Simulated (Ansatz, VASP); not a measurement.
## KCl in VASP and in Ansatz

```
K Cl
1.0
     0.00000    3.05741    3.36315
     3.05741    0.00000    3.36315
     3.05741    3.05741    0.00000
K Cl
1 1
Direct
  0.00000 0.00000 0.00000
  0.50000 0.50000 0.50000
```

Alike in both runs: task single point; functional PBE; k mesh 8 × 8 × 8; occupations gaussian, width 0.05 eV; no spin polarisation.

|  | VASP | Ansatz |
| --- | --- | --- |
| version | VASP 6.6.1 | Ansatz 0.2.0 |
| potentials or method | VASP PAW PBE potentials, release 64 (K_sv, Cl), cutoff 520 eV | scalar-relativistic, plane waves, PAW |
| valence electrons in the cell | 16 | 16 |

```tsv
	VASP	Ansatz	Ansatz less VASP
gap on the k mesh at the Fermi level (eV)	5.11	5.11	+0.003
least direct gap on the mesh (eV)	5.11	5.11	+0.003
pressure (GPa)	1.1	1.0	-0.03
traceless stress, the component that is largest in VASP (GPa)	-1.99	-1.96	+0.038
```
